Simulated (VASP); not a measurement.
# RbBr (Fm-3m) in VASP: notebook

Aim: see how the results for RbBr move with the level of theory and the settings. Levels: PBEsol, PBE. Tasks: single point.

All numbers are computed with VASP 6.6.1; they aren't measurements. Logs are shortened: lines on timing, memory, paths and dates and some standing lists are left out, and cuts for length are marked.

## 1. The cell of the first run

The structure is cubic, space group Fm-3m (No. 225). The conventional cell has a = 7.024 Å, b = 7.024 Å, c = 7.024 Å, α = 90.00°, β = 90.00°, γ = 90.00°. Within 4.6 Å of Rb (site symmetry m-3m) lie 6 Br at 3.51 Å. Br (site symmetry m-3m) has 6 Rb at 3.51 Å within 4.6 Å.

## 2. Single point, PBEsol

Contents of INCAR:

```
PREC = Accurate
ENCUT = 500
EDIFF = 1E-6
ISMEAR = 0
SIGMA = 0.02
LREAL = False
LASPH = True
NELM = 120
ALGO = Normal
ISIF = 2
LWAVE = False
LCHARG = False
GGA = PS
NBANDS = 15
GGA_COMPAT = False
```

Contents of KPOINTS:

```
Automatic mesh
0
Gamma
  6 6 6
```

Contents of POSCAR:

```
RbBr
1.0
    0.0000000000      3.5117822250      3.5117822250
    3.5117822250      0.0000000000      3.5117822250
    3.5117822250      3.5117822250      0.0000000000
Rb Br
1 1
Direct
    0.0000000000      0.0000000000      0.0000000000
    0.5000000000      0.5000000000      0.5000000000
```

Potentials or basis: VASP PAW PBE potentials, release 64 (Rb_sv, Br).

Started as:

```console
$ cat potpaw_PBE.64/Rb_sv/POTCAR potpaw_PBE.64/Br/POTCAR > POTCAR
$ mpirun -np 1 vasp_std > vasp.out
```

OUTCAR:

```text
PREC = Accurate
   ENCUT = 500
   EDIFF = 1E-6
   ISMEAR = 0
   LREAL = False
   LASPH = True
   NELM = 120
   ISIF = 2
   GGA = PS

 ion  position               nearest neighbor table
   1  0.000  0.000  0.000-   2 3.51   2 3.51   2 3.51   2 3.51   2 3.51   2 3.51
   2  0.500  0.500  0.500-   1 3.51   1 3.51   1 3.51   1 3.51   1 3.51   1 3.51

  LATTYP: Found a face centered cubic cell.
 ALAT       =     7.0235644500

  Lattice vectors:

 A1 = (   0.0000000000,   3.5117822250,   3.5117822250)
 A2 = (   3.5117822250,   0.0000000000,   3.5117822250)
 A3 = (   3.5117822250,   3.5117822250,   0.0000000000)

Analysis of symmetry for initial positions (statically):
=====================================================================
 Subroutine PRICEL returns:
 Original cell was already a primitive cell.

 Routine SETGRP: Setting up the symmetry group for a
 face centered cubic supercell.

 Subroutine GETGRP returns: Found 48 space group operations
 (whereof 48 operations were pure point group operations)
 out of a pool of 48 trial point group operations.

The static configuration has the point symmetry O_h .

Analysis of symmetry for dynamics (positions and initial velocities):
=====================================================================
 Subroutine PRICEL returns:
 Original cell was already a primitive cell.

 Routine SETGRP: Setting up the symmetry group for a
 face centered cubic supercell.

 Subroutine GETGRP returns: Found 48 space group operations
 (whereof 48 operations were pure point group operations)
 out of a pool of 48 trial point group operations.

The dynamic configuration has the point symmetry O_h .

 Subroutine INISYM returns: Found 48 space group operations
 (whereof 48 operations are pure point group operations),
 and found     1 'primitive' translations

----------------------------------------------------------------------------------------

                                     Primitive cell

  volume of cell :      86.6189

  direct lattice vectors                    reciprocal lattice vectors
     0.000000000  3.511782225  3.511782225    -0.142377849  0.142377849  0.142377849
     3.511782225  0.000000000  3.511782225     0.142377849 -0.142377849  0.142377849
     3.511782225  3.511782225  0.000000000     0.142377849  0.142377849 -0.142377849

  length of vectors
     4.966410051  4.966410051  4.966410051     0.246605669  0.246605669  0.246605669

  position of ions in fractional coordinates (direct lattice)
     0.000000000  0.000000000  0.000000000
     0.500000000  0.500000000  0.500000000

  ion indices of the primitive-cell ions
   primitive index   ion index
                 1           1
[... 77 lines left out ...]
   EMIN   =  10.00;   EMAX   =-10.00  energy-range for DOS
   EFERMI =   0.00;   METHOD = LEGACY
   ISMEAR =     0;   SIGMA  =   0.02  broadening in eV -4-tet -1-fermi 0-gaus
   EFERMI_NEDOS =   21; number of points for ismear=-14 and -15
   IALGO  =     38    algorithm
   IMIX   =      4    mixing-type and parameters
     AMIX     =   0.40;   BMIX     =  1.00
     AMIX_MAG =   1.60;   BMIX_MAG =  1.00
  volume/ion in A,a.u.               =      43.31       292.27
  Fermi-wavevector in a.u.,A,eV,Ry     =   0.932346  1.761879 11.827131  0.869270
  Thomas-Fermi vector in A             =   2.058934
   LORBIT       =      0    0 simple, 1 ext, 2 COOP (PROOUT), +10 PAW based schemes
   GGA     = PS    functional components
   LHFCALC =     F    Hartree Fock is set to
   AEXX    =    0.0000 exact exchange contribution
   IVDW    =     0    specifies the selected vdW correction
   LEPSILON=     F    determine dielectric tensor
   LRPA    =     F    only Hartree local field effects (RPA)
 non-spin polarized calculation
 Gauss-broadening in eV      SIGMA  =   0.02
  energy-cutoff  :      500.00
  volume of cell :       86.62
 maximum number of plane-waves:      2215
   NGX = 19   NGY = 19   NGZ = 19

 number of electron      16.0000000 magnetization

 Free energy of the ion-electron system (eV)
  ---------------------------------------------------
  ext. energy  EPLUGINS =         0.00000000
  ---------------------------------------------------
  free energy    TOTEN  =        -6.33749472 eV

  energy without entropy =       -6.33749472  energy(sigma->0) =       -6.33749472

 E-fermi :  -2.0059     XC(G=0):  -7.1030

 val. band max:       -2.1015998020   @ k =   0.0000   0.0000   0.0000
 cond. band min:       1.9523875385   @ k =   0.0000   0.0000   0.0000
 fundamental gap:      4.0539873405
 Fermi energy:        -2.0058549194

 k-point     1 :       0.0000    0.0000    0.0000
  band No.  band energies     occupation
      1     -26.6179      2.00000
      2     -14.2251      2.00000
      3     -10.6982      2.00000
      4     -10.6982      2.00000
      5     -10.6982      2.00000
      6      -2.1016      2.00000
      7      -2.1016      2.00000
      8      -2.1016      2.00000
      9       1.9524      0.00000
     10       5.0831      0.00000
     11       5.0831      0.00000
     12       5.0831      0.00000
     13       5.9184      0.00000
     14       5.9184      0.00000
[... 257 lines left out ...]
      2     -14.1951      2.00000
      3     -10.8169      2.00000
      4     -10.7747      2.00000
      5     -10.7043      2.00000
      6      -2.5066      2.00000
      7      -2.4694      2.00000
      8      -2.3565      2.00000
      9       4.1098      0.00000
     10       5.3623      0.00000
     11       5.5992      0.00000
     12       6.4714      0.00000
     13       7.5887      0.00000
     14       8.4660      0.00000
     15       8.7936      0.00000

------------------------ aborting loop because EDIFF is reached ----------------------------------------

  FORCE on cell =-STRESS in cart. coord.  units (eV):
  Direction    XX          YY          ZZ          XY          YZ          ZX
  --------------------------------------------------------------------------------------
  -------------------------------------------------------------------------------------
  Total       -0.4668932     -0.4668932     -0.4668932     -0.0000000     -0.0000000     -0.0000000
  in kB       -8.6360553     -8.6360553     -8.6360553     -0.0000000     -0.0000000     -0.0000000
  external PRESSURE =      -8.6360553 kB  Pullay stress =       0.0000000 kB

 VOLUME and BASIS-vectors are now :
 -----------------------------------------------------------------------------
  energy-cutoff  :      500.00
  volume of cell :       86.62
      direct lattice vectors                 reciprocal lattice vectors
     0.000000000  3.511782225  3.511782225    -0.142377849  0.142377849  0.142377849
     3.511782225  0.000000000  3.511782225     0.142377849 -0.142377849  0.142377849
     3.511782225  3.511782225  0.000000000     0.142377849  0.142377849 -0.142377849

 POSITION                                       TOTAL-FORCE (eV/Angst)
 -----------------------------------------------------------------------------------
      0.00000      0.00000      0.00000         0.000000      0.000000      0.000000
      3.51178      3.51178      3.51178        -0.000000     -0.000000      0.000000
 -----------------------------------------------------------------------------------
    total drift:                                0.000000      0.000000      0.000000

  FREE ENERGIE OF THE ION-ELECTRON SYSTEM (eV)
  ---------------------------------------------------
  free  energy   TOTEN  =        -6.3374947237 eV

  energy  without entropy=       -6.3374947237  energy(sigma->0) =       -6.33749472
```

Run time: 29 s. Hardware: 1 thread of Intel Xeon 8259CL, shared host; peak memory 0.21 GiB.

What came out:

* Free energy: -6.3375 eV
* Pressure: -0.9 GPa
* Band gap on the k mesh: 4.05 eV, direct

Caveat: the PAW data sets were made with another functional, which shifts forces and pressure a little.

## 3. Single point, PBE

This run uses another cell than the first one, of 44.40 Å³/atom, 1.025 times its volume.

Contents of INCAR:

```
PREC = Accurate ; ENCUT = 500
EDIFF = 1E-6 ; ISMEAR = 0
SIGMA = 0.02 ; LREAL = F
LASPH = T ; NELM = 120
ALGO = Normal ; ISIF = 2
LWAVE = F ; LCHARG = T
GGA = PE ; LELF = T
LVHAR = T ; NBANDS = 15
GGA_COMPAT = F
```

KPOINTS is that of step 2.

Contents of POSCAR:

```
RbBr
1.0
    0.0000000000      3.5408817000      3.5408817000
    3.5408817000      0.0000000000      3.5408817000
    3.5408817000      3.5408817000      0.0000000000
Rb Br
1 1
Direct
    0.0000000000      0.0000000000      0.0000000000
    0.5000000000      0.5000000000      0.5000000000
```

Potentials or basis: VASP PAW PBE potentials, release 64 (Rb_sv, Br).

Started as:

```console
$ cat potpaw_PBE.64/Rb_sv/POTCAR potpaw_PBE.64/Br/POTCAR > POTCAR
$ mpirun -np 1 vasp_std > vasp.out
```

Run time: 52 s. Hardware: 1 thread of Intel Xeon 8259CL, shared host; peak memory 0.24 GiB.

Results (log left out):

```
Free energy            : -6.1136 eV
Pressure               : -0.3 GPa
Band gap on the k mesh : 4.13 eV, direct
```

Levels at points of the mesh, in eV from the valence-band top:
```csv
k point,band 6,band 7,band 8,band 9,band 10,band 11
"(0.00, 0.00, 0.00)",0.00,0.00,0.00,4.13,7.24,7.24
"(0.50, 0.00, 0.00)",-0.83,-0.28,-0.28,6.56,7.36,9.18
"(0.50, 0.50, 0.00)",-0.44,-0.15,-0.15,5.69,6.76,8.71
```

Expect the measured gap to be larger: semilocal functionals such as PBE lack the derivative discontinuity.
